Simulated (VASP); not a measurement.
# CsPbBr3 (Pm-3m) in VASP: notebook

CsPbBr3 is run at these levels: PBE; tasks: single point.

All numbers are computed with VASP 6.6.1; they aren't measurements. Logs are shortened: lines on timing, memory, paths and dates and some standing lists are left out, and cuts for length are marked.

### 1 The cell of the first run

Symmetry: Pm-3m, No. 221, cubic system. The conventional cell has a = 5.887 Å, b = 5.887 Å, c = 5.887 Å, α = 90.00°, β = 90.00°, γ = 90.00°. Within 5.5 Å of Cs (site symmetry m-3m) lie 12 Br at 4.16 Å and 8 Pb at 5.10 Å. Within 3.9 Å of Pb (site symmetry m-3m) lie 6 Br at 2.94 Å. Br (site symmetry 4/mmm) has 2 Pb at 2.94 Å within 3.9 Å.

### 2 Single point, PBE (volume changed by -6%)

INCAR

```
SYSTEM = CsPbBr3
PREC = Accurate
ENCUT = 520
EDIFF = 1E-6
ISMEAR = 0
SIGMA = 0.01
LREAL = .FALSE.
LASPH = .TRUE.
NELM = 80
ALGO = Normal
ISIF = 2
LWAVE = .FALSE.
LCHARG = .FALSE.
GGA = PE
NBANDS = 30
```

KPOINTS

```
Automatic mesh
0
G
  4 4 4
  0 0 0
```

POSCAR

```
CsPbBr3
1.0
    5.8868348350      0.0000000000      0.0000000000
    0.0000000000      5.8868348350      0.0000000000
    0.0000000000      0.0000000000      5.8868348350
Cs Pb Br
1 1 3
Direct
    0.0000000000      0.0000000000      0.0000000000
    0.5000000000      0.5000000000      0.5000000000
    0.5000000000      0.5000000000      0.0000000000
    0.5000000000      0.0000000000      0.5000000000
    0.0000000000      0.5000000000      0.5000000000
```

Potentials or basis: VASP PAW PBE potentials, release 64 (Cs_sv, Pb_d, Br).

On the command line:

```bash
cat potpaw_PBE.64/Cs_sv/POTCAR potpaw_PBE.64/Pb_d/POTCAR potpaw_PBE.64/Br/POTCAR > POTCAR
mpirun -np 1 vasp_std > vasp.out
```

OUTCAR:

```text
SYSTEM = CsPbBr3
   PREC = Accurate
   ENCUT = 520
   EDIFF = 1E-6
   ISMEAR = 0
   LREAL = .FALSE.
   LASPH = .TRUE.
   NELM = 80
   ISIF = 2
   GGA = PE

 ion  position               nearest neighbor table
   1  0.000  0.000  0.000-
   2  0.500  0.500  0.500-   3 2.94   4 2.94   5 2.94   3 2.94   4 2.94   5 2.94
   3  0.500  0.500  0.000-   2 2.94   2 2.94
   4  0.500  0.000  0.500-   2 2.94   2 2.94
   5  0.000  0.500  0.500-   2 2.94   2 2.94

  LATTYP: Found a simple cubic cell.
 ALAT       =     5.8868348350

  Lattice vectors:

 A1 = (   5.8868348350,   0.0000000000,   0.0000000000)
 A2 = (   0.0000000000,   5.8868348350,   0.0000000000)
 A3 = (   0.0000000000,   0.0000000000,   5.8868348350)

Analysis of symmetry for initial positions (statically):
=====================================================================
 Subroutine PRICEL returns:
 Original cell was already a primitive cell.

 Routine SETGRP: Setting up the symmetry group for a
 simple cubic supercell.

 Subroutine GETGRP returns: Found 48 space group operations
 (whereof 48 operations were pure point group operations)
 out of a pool of 48 trial point group operations.

The static configuration has the point symmetry O_h .

Analysis of symmetry for dynamics (positions and initial velocities):
=====================================================================
 Subroutine PRICEL returns:
 Original cell was already a primitive cell.

 Routine SETGRP: Setting up the symmetry group for a
 simple cubic supercell.

 Subroutine GETGRP returns: Found 48 space group operations
 (whereof 48 operations were pure point group operations)
 out of a pool of 48 trial point group operations.

The dynamic configuration has the point symmetry O_h .

 Subroutine INISYM returns: Found 48 space group operations
 (whereof 48 operations are pure point group operations),
 and found     1 'primitive' translations

----------------------------------------------------------------------------------------

                                     Primitive cell

  volume of cell :     204.0072

  direct lattice vectors                    reciprocal lattice vectors
     5.886834835  0.000000000  0.000000000     0.169870572  0.000000000  0.000000000
     0.000000000  5.886834835  0.000000000     0.000000000  0.169870572  0.000000000
     0.000000000  0.000000000  5.886834835     0.000000000  0.000000000  0.169870572

  length of vectors
     5.886834835  5.886834835  5.886834835     0.169870572  0.169870572  0.169870572

  position of ions in fractional coordinates (direct lattice)
     0.000000000  0.000000000  0.000000000
     0.500000000  0.500000000  0.500000000
     0.500000000  0.500000000  0.000000000
     0.500000000  0.000000000  0.500000000
     0.000000000  0.500000000  0.500000000

  ion indices of the primitive-cell ions
   primitive index   ion index
                 1           1
                 2           2
                 3           3
                 4           4
                 5           5

----------------------------------------------------------------------------------------

 KPOINTS: Automatic mesh

Automatic generation of k-mesh.
 Grid dimensions read from file:
 generate k-points for:    4    4    4

 Generating k-lattice:

  Cartesian coordinates                     Fractional coordinates (reciprocal lattice)
     0.042467643  0.000000000  0.000000000     0.250000000  0.000000000  0.000000000
     0.000000000  0.042467643  0.000000000     0.000000000  0.250000000  0.000000000
     0.000000000  0.000000000  0.042467643     0.000000000  0.000000000  0.250000000

  Length of vectors
     0.042467643  0.042467643  0.042467643

  Shift w.r.t. Gamma in fractional coordinates (k-lattice)
     0.000000000  0.000000000  0.000000000

 Subroutine IBZKPT returns following result:
 ===========================================

 Found     10 irreducible k-points:

 Following reciprocal coordinates:
            Coordinates               Weight
  0.000000  0.000000  0.000000      1.000000
  0.250000  0.000000  0.000000      6.000000
  0.500000  0.000000  0.000000      3.000000
  0.250000  0.250000  0.000000     12.000000
  0.500000  0.250000  0.000000     12.000000
  0.500000  0.500000  0.000000      3.000000
  0.250000  0.250000  0.250000      8.000000
  0.500000  0.250000  0.250000     12.000000
  0.500000  0.500000  0.250000      6.000000
  0.500000  0.500000  0.500000      1.000000
   k-points           NKPTS =     10   k-points in BZ     NKDIM =     10   number of bands    NBANDS=     30
   number of dos      NEDOS =    301   number of ions     NIONS =      5
   total plane-waves  NPLWV = 110592
   dimension x,y,z NGX =    48 NGY =   48 NGZ =   48
   dimension x,y,z NGXF=    96 NGYF=   96 NGZF=   96
   ions per type =               1   1   3
   NGX,Y,Z   is equivalent  to a cutoff of  13.56, 13.56, 13.56 a.u.
   NGXF,Y,Z  is equivalent  to a cutoff of  27.11, 27.11, 27.11 a.u.
 SYSTEM =  CsPbBr3
[... 67 lines left out ...]
      1     -20.2346      2.00000
      2     -15.6400      2.00000
      3     -15.6400      2.00000
      4     -15.4864      2.00000
      5     -15.4864      2.00000
      6     -15.4864      2.00000
[... 22 lines left out ...]
     29       7.2120      0.00000
     30       7.2120      0.00000

 k-point     2 :       0.2500    0.0000    0.0000
  band No.  band energies     occupation
      1     -20.2341      2.00000
      2     -15.6400      2.00000
      3     -15.6101      2.00000
      4     -15.4869      2.00000
      5     -15.4869      2.00000
      6     -15.4864      2.00000
[... 22 lines left out ...]
     29       6.3999      0.00000
     30       7.1878      0.00000

 k-point     3 :       0.5000    0.0000    0.0000
  band No.  band energies     occupation
      1     -20.2336      2.00000
      2     -15.6399      2.00000
      3     -15.5793      2.00000
      4     -15.4874      2.00000
      5     -15.4874      2.00000
      6     -15.4864      2.00000
[... 22 lines left out ...]
     29       6.6514      0.00000
     30       7.5541      0.00000

 k-point     4 :       0.2500    0.2500    0.0000
  band No.  band energies     occupation
      1     -20.2337      2.00000
      2     -15.6254      2.00000
      3     -15.5937      2.00000
      4     -15.4874      2.00000
      5     -15.4869      2.00000
      6     -15.4869      2.00000
[... 22 lines left out ...]
     29       6.6874      0.00000
     30       7.1133      0.00000

 k-point     5 :       0.5000    0.2500    0.0000
  band No.  band energies     occupation
      1     -20.2332      2.00000
      2     -15.6215      2.00000
      3     -15.5658      2.00000
      4     -15.4879      2.00000
      5     -15.4874      2.00000
      6     -15.4869      2.00000
[... 22 lines left out ...]
     29       6.9487      0.00000
     30       7.3486      0.00000

 k-point     6 :       0.5000    0.5000    0.0000
  band No.  band energies     occupation
      1     -20.2328      2.00000
      2     -15.6112      2.00000
      3     -15.5430      2.00000
      4     -15.4884      2.00000
      5     -15.4874      2.00000
      6     -15.4874      2.00000
[... 22 lines left out ...]
     29       7.3488      0.00000
     30       7.3570      0.00000

 k-point     7 :       0.2500    0.2500    0.2500
  band No.  band energies     occupation
      1     -20.2332      2.00000
      2     -15.5937      2.00000
      3     -15.5937      2.00000
      4     -15.4874      2.00000
      5     -15.4874      2.00000
      6     -15.4874      2.00000
[... 22 lines left out ...]
     29       7.1727      0.00000
     30       7.1727      0.00000

 k-point     8 :       0.5000    0.2500    0.2500
  band No.  band energies     occupation
      1     -20.2328      2.00000
      2     -15.5936      2.00000
      3     -15.5609      2.00000
      4     -15.4879      2.00000
      5     -15.4879      2.00000
      6     -15.4874      2.00000
[... 22 lines left out ...]
     29       7.0102      0.00000
     30       7.0138      0.00000

 k-point     9 :       0.5000    0.5000    0.2500
  band No.  band energies     occupation
      1     -20.2324      2.00000
      2     -15.5777      2.00000
      3     -15.5430      2.00000
      4     -15.4884      2.00000
      5     -15.4879      2.00000
      6     -15.4879      2.00000
[... 22 lines left out ...]
     29       6.6921      0.00000
     30       7.2020      0.00000

 k-point    10 :       0.5000    0.5000    0.5000
  band No.  band energies     occupation
      1     -20.2320      2.00000
      2     -15.5430      2.00000
      3     -15.5430      2.00000
      4     -15.4884      2.00000
      5     -15.4884      2.00000
      6     -15.4884      2.00000
[... 22 lines left out ...]
     29       6.4275      0.00000
     30       7.6175      0.00000

------------------------ aborting loop because EDIFF is reached ----------------------------------------

  FORCE on cell =-STRESS in cart. coord.  units (eV):
  Direction    XX          YY          ZZ          XY          YZ          ZX
  --------------------------------------------------------------------------------------
  -------------------------------------------------------------------------------------
  Total        1.7020450      1.7020450      1.7020450      0.0000000      0.0000000      0.0000000
  in kB       13.3670655     13.3670655     13.3670655      0.0000000      0.0000000      0.0000000
  external PRESSURE =      13.3670655 kB  Pullay stress =       0.0000000 kB

 VOLUME and BASIS-vectors are now :
 -----------------------------------------------------------------------------
  energy-cutoff  :      520.00
  volume of cell :      204.01
      direct lattice vectors                 reciprocal lattice vectors
     5.886834835  0.000000000  0.000000000     0.169870572  0.000000000  0.000000000
     0.000000000  5.886834835  0.000000000     0.000000000  0.169870572  0.000000000
     0.000000000  0.000000000  5.886834835     0.000000000  0.000000000  0.169870572

 POSITION                                       TOTAL-FORCE (eV/Angst)
 -----------------------------------------------------------------------------------
      0.00000      0.00000      0.00000         0.000000      0.000000      0.000000
      2.94342      2.94342      2.94342         0.000000      0.000000      0.000000
      2.94342      2.94342      0.00000         0.000000      0.000000      0.000000
      2.94342      0.00000      2.94342         0.000000      0.000000      0.000000
      0.00000      2.94342      2.94342         0.000000      0.000000      0.000000
 -----------------------------------------------------------------------------------
    total drift:                                0.000000     -0.000000     -0.000000

  FREE ENERGIE OF THE ION-ELECTRON SYSTEM (eV)
  ---------------------------------------------------
  free  energy   TOTEN  =       -15.8207181920 eV

  energy  without entropy=      -15.8207181920  energy(sigma->0) =      -15.82071819
```

Run time: 57 s. Hardware: 1 thread of Intel Xeon Platinum 8488C (Sapphire Rapids), shared host; peak memory 0.34 GiB.

What came out:

```yaml
Free_energy: -15.8207 eV
Pressure: 1.3 GPa
Band_gap_on_the_k_mesh: 1.56 eV, direct
```

Levels at points of the mesh, in eV from the valence-band top:
| k point | band 18 | band 19 | band 20 | band 21 | band 22 | band 23 | band 24 | band 25 | band 26 | band 27 |
| --- | --- | --- | --- | --- | --- | --- | --- | --- | --- | --- |
| (0.00, 0.00, 0.00) | -2.12 | -2.12 | -2.01 | -2.01 | -2.01 | 3.03 | 4.14 | 4.14 | 4.89 | 4.89 |
| (0.50, 0.00, 0.00) | -2.26 | -2.25 | -2.11 | -2.11 | -1.41 | 2.59 | 4.47 | 5.09 | 5.14 | 5.31 |
| (0.50, 0.50, 0.00) | -2.34 | -2.34 | -2.24 | -1.65 | -0.69 | 2.11 | 2.11 | 4.88 | 5.19 | 5.61 |
| (0.50, 0.50, 0.50) | -2.23 | -1.64 | -1.64 | -1.64 | 0.00 | 1.56 | 1.56 | 1.56 | 4.52 | 5.20 |

Caveat: the cell differs from its parent crystal (volume changed by -6%); spin-orbit coupling is left out, which moves the levels of the heavy elements. A k mesh can miss the band edges.

### 3 Single point, PBE

This run uses another cell than the first one, of 41.98 Å³/atom, 1.029 times its volume.

INCAR

```
SYSTEM = CsPbBr3
ALGO = Normal
EDIFF = 1E-6
ENCUT = 520
GGA = PE
ISIF = 2
ISMEAR = 0
LASPH = .TRUE.
LCHARG = .FALSE.
LREAL = .FALSE.
LWAVE = .FALSE.
NBANDS = 30
NELM = 100
PREC = Accurate
SIGMA = 0.01
```

KPOINTS

```
k-points
0
G
  4 4 4
  0 0 0
```

Changes to POSCAR since step 2:

```diff
@@ -2,5 +2,5 @@
 1.0
-    5.8868348350      0.0000000000      0.0000000000
-    0.0000000000      5.8868348350      0.0000000000
-    0.0000000000      0.0000000000      5.8868348350
+    5.9429615618      0.0000000000      0.0000000000
+    0.0000000000      5.9429615618      0.0000000000
+    0.0000000000      0.0000000000      5.9429615618
 Cs Pb Br
```

Potentials or basis: VASP PAW PBE potentials, release 64 (Cs_sv, Pb_d, Br).

On the command line:

```bash
cat potpaw_PBE.64/Cs_sv/POTCAR potpaw_PBE.64/Pb_d/POTCAR potpaw_PBE.64/Br/POTCAR > POTCAR
mpirun -np 1 vasp_std > vasp.out
```

Wall time 48 s (1 thread of Intel Xeon Platinum 8488C (Sapphire Rapids), shared host); peak memory 0.34 GiB.

The run converged. Its results:

```
Free energy            : -15.8580 eV
Pressure               : 0.7 GPa
Band gap on the k mesh : 1.67 eV, direct
```

Levels at points of the mesh, in eV from the valence-band top:
| k point | band 19 | band 20 | band 21 | band 22 | band 23 | band 24 | band 25 | band 26 |
| --- | --- | --- | --- | --- | --- | --- | --- | --- |
| (0.00, 0.00, 0.00) | -1.92 | -1.82 | -1.82 | -1.82 | 3.17 | 4.32 | 4.32 | 5.06 |
| (0.50, 0.00, 0.00) | -2.04 | -1.92 | -1.92 | -1.31 | 2.64 | 4.58 | 5.20 | 5.28 |
| (0.50, 0.50, 0.00) | -2.13 | -2.07 | -1.48 | -0.64 | 2.19 | 2.19 | 4.91 | 5.32 |
| (0.50, 0.50, 0.50) | -1.47 | -1.47 | -1.47 | 0.00 | 1.67 | 1.67 | 1.67 | 4.66 |

Caveat: spin-orbit coupling is left out, which moves the levels of the heavy elements. A k mesh can miss the band edges.

### 4 Single point, PBE (volume changed by -3%)

INCAR

```
SYSTEM = CsPbBr3
  PREC = Accurate
  ENCUT = 520
  EDIFF = 1E-6
  ISMEAR = 0
  SIGMA = 0.01
  LREAL = .False.
  LASPH = .True.
  NELM = 80
  ALGO = Normal
  ISIF = 2
  LWAVE = .False.
  LCHARG = .True.
  GGA = PE
  LELF = .True.
  LVHAR = .True.
  NBANDS = 30
```

KPOINTS

```
regular mesh
0
Gamma
  4 4 4
  0 0 0
```

Changes to POSCAR since step 3:

```diff
@@ -2,5 +2,5 @@
 1.0
-    5.9429615618      0.0000000000      0.0000000000
-    0.0000000000      5.9429615618      0.0000000000
-    0.0000000000      0.0000000000      5.9429615618
+    5.9488060715      0.0000000000      0.0000000000
+    0.0000000000      5.9488060715      0.0000000000
+    0.0000000000      0.0000000000      5.9488060715
 Cs Pb Br
```

On the command line:

```bash
cat potpaw_PBE.64/Cs_sv/POTCAR potpaw_PBE.64/Pb_d/POTCAR potpaw_PBE.64/Br/POTCAR > POTCAR
mpirun -np 1 vasp_std > vasp.out
```

Wall time 48 s (1 thread of Intel Xeon Platinum 8488C (Sapphire Rapids), shared host); peak memory 0.34 GiB.

It converged, with:

```
Free energy            : -15.8606 eV
Pressure               : 0.6 GPa
Band gap on the k mesh : 1.69 eV, direct
```

Levels at points of the mesh, in eV from the valence-band top:
| k point | band 19 | band 20 | band 21 | band 22 | band 23 | band 24 | band 25 | band 26 |
| --- | --- | --- | --- | --- | --- | --- | --- | --- |
| (0.00, 0.00, 0.00) | -1.90 | -1.80 | -1.80 | -1.80 | 3.18 | 4.34 | 4.34 | 5.08 |
| (0.50, 0.00, 0.00) | -2.02 | -1.90 | -1.90 | -1.30 | 2.65 | 4.59 | 5.21 | 5.30 |
| (0.50, 0.50, 0.00) | -2.11 | -2.05 | -1.46 | -0.64 | 2.20 | 2.20 | 4.91 | 5.33 |
| (0.50, 0.50, 0.50) | -1.45 | -1.45 | -1.45 | 0.00 | 1.69 | 1.69 | 1.69 | 4.67 |

Caveat: the cell differs from its parent crystal (volume changed by -3%); spin-orbit coupling is left out, which moves the levels of the heavy elements. A k mesh can miss the band edges.

### 5 Single point, PBE

This run uses another cell than the first one, of 43.41 Å³/atom, 1.064 times its volume.

INCAR

```
PREC = Accurate
ENCUT = 520
EDIFF = 1E-7
ISMEAR = 0
SIGMA = 0.01
LREAL = F
LASPH = T
NELM = 100
ALGO = Normal
ISIF = 2
LWAVE = F
LCHARG = F
GGA = PE
NBANDS = 30
```

KPOINTS

```
regular mesh
0
Gamma
  4 4 4
```

Changes to POSCAR since step 4:

```diff
@@ -2,5 +2,5 @@
 1.0
-    5.9488060715      0.0000000000      0.0000000000
-    0.0000000000      5.9488060715      0.0000000000
-    0.0000000000      0.0000000000      5.9488060715
+    6.0095123671      0.0000000000      0.0000000000
+    0.0000000000      6.0095123671      0.0000000000
+    0.0000000000      0.0000000000      6.0095123671
 Cs Pb Br
```

On the command line:

```bash
cat potpaw_PBE.64/Cs_sv/POTCAR potpaw_PBE.64/Pb_d/POTCAR potpaw_PBE.64/Br/POTCAR > POTCAR
mpirun -np 1 vasp_std > vasp.out
```

It took 50 s on 1 thread of Intel Xeon Platinum 8488C (Sapphire Rapids), shared host; peak memory 0.35 GiB.

It converged, with:

| Item | Value |
| --- | --- |
| Free energy | -15.8734 eV |
| Pressure | 0.0 GPa |
| Band gap on the k mesh | 1.79 eV, direct |

Levels at points of the mesh, in eV from the valence-band top:
```csv
k point,band 18,band 19,band 20,band 21,band 22,band 23,band 24,band 25,band 26,band 27
"(0.00, 0.00, 0.00)",-1.70,-1.70,-1.61,-1.61,-1.61,3.31,4.52,4.52,5.25,5.25
"(0.50, 0.00, 0.00)",-1.84,-1.81,-1.70,-1.70,-1.20,2.70,4.69,5.30,5.30,5.32
"(0.50, 0.50, 0.00)",-1.90,-1.90,-1.88,-1.29,-0.59,2.27,2.27,4.92,5.45,5.75
"(0.50, 0.50, 0.50)",-1.87,-1.28,-1.28,-1.28,0.00,1.79,1.79,1.79,4.81,5.49
```

Caveat: spin-orbit coupling is left out, which moves the levels of the heavy elements.

### 6 Summary

```csv
cell,gap on the mesh (eV),pressure (GPa)
"a = 5.887 Å, 5 atoms",1.56,1.3
"a = 5.943 Å, 5 atoms",1.67,0.7
"a = 5.949 Å, 5 atoms",1.69,0.6
"a = 6.010 Å, 5 atoms",1.79,0.0
```

Alike in all rows: task single point; level PBE; potentials or basis VASP PAW PBE potentials, release 64 (Cs_sv, Pb_d, Br); no spin polarisation; k mesh 4 × 4 × 4; cutoff (eV) 520; smearing gaussian 0.01 eV.

Caveats: spin-orbit coupling is left out, which moves the levels of the heavy elements.

Total energies depend on the potentials used, so only differences within one code and one set of settings carry meaning.
